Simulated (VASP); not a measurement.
The system is Na2S.

```xyz
3
Lattice="0.0000 3.2554 3.2554 3.2554 0.0000 3.2554 3.2554 3.2554 0.0000" Properties=species:S:1:pos:R:3 pbc="T T T"
Na    1.6277    1.6277    1.6277
Na    4.8831    4.8831    4.8831
S     0.0000    0.0000    0.0000
```

Base run:

| Property | Result |
| --- | --- |
| Program | VASP 6.6.1 |
| Functional | HSE06 |
| Potentials or basis | VASP PAW PBE potentials, release 64 (Na_pv, S) |
| Cutoff | 400 eV |
| k mesh | 4 × 4 × 4 |
| Occupations | gaussian, width 0.01 eV |
| Spin | no spin polarisation |

Its results: band gap on the k mesh 3.52 eV, direct; pressure 0.0 GPa.

Q: After a change of settings the same cell gave: band gap on the k mesh 2.29 eV, direct; pressure -1.6 GPa. Which change was it?
A. functional from HSE06 to PBE; cutoff from 400 eV to 500 eV
B. functional from HSE06 to LDA; potentials or basis from VASP PAW PBE potentials, release 64 (Na_pv, S) to VASP PAW LDA potentials, release 64 (Na_pv, S); cutoff from 400 eV to 500 eV
C. functional from HSE06 to PBE; cutoff from 400 eV to 500 eV; k mesh from 4 × 4 × 4 to 6 × 6 × 6
D. functional from HSE06 to r2SCAN; cutoff from 400 eV to 550 eV

A: B.

Caveats: the PAW data sets were made with another functional, which shifts forces and pressure a little (some runs).
